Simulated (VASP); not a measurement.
**Au: single point with PBE**

Au:

```
Au
1.0
     0.00000    2.07854    2.07854
     2.07854    0.00000    2.07854
     2.07854    2.07854    0.00000
Au
1
Direct
  0.00000 0.00000 0.00000
```

```
Program             : VASP 6.6.1
Task                : single point
Functional          : PBE
Potentials or basis : VASP PAW PBE potentials, release 64 (Au)
Cutoff              : 520 eV
k mesh              : 33 × 33 × 33
Occupations         : methfessel-paxton, width 0.1 eV
Spin                : no spin polarisation
```

The pressure is -0.2 GPa. The band gap on the k mesh is zero (an odd number of electrons rules out a gap without spin polarisation).

Levels at points of the mesh, in eV from the Fermi level:
```tsv
k point	band 3	band 4	band 5	band 6	band 7	band 8	band 9	band 10
(0.00, 0.00, 0.00)	-4.41	-4.41	-3.03	-3.03	14.59	18.29	18.29	18.29
```

It took 3.5 min on 1 thread of Intel Xeon 8259CL (shared host), peak memory 0.33 GiB.

Caveat: spin-orbit coupling is left out, which moves the levels of the heavy elements.
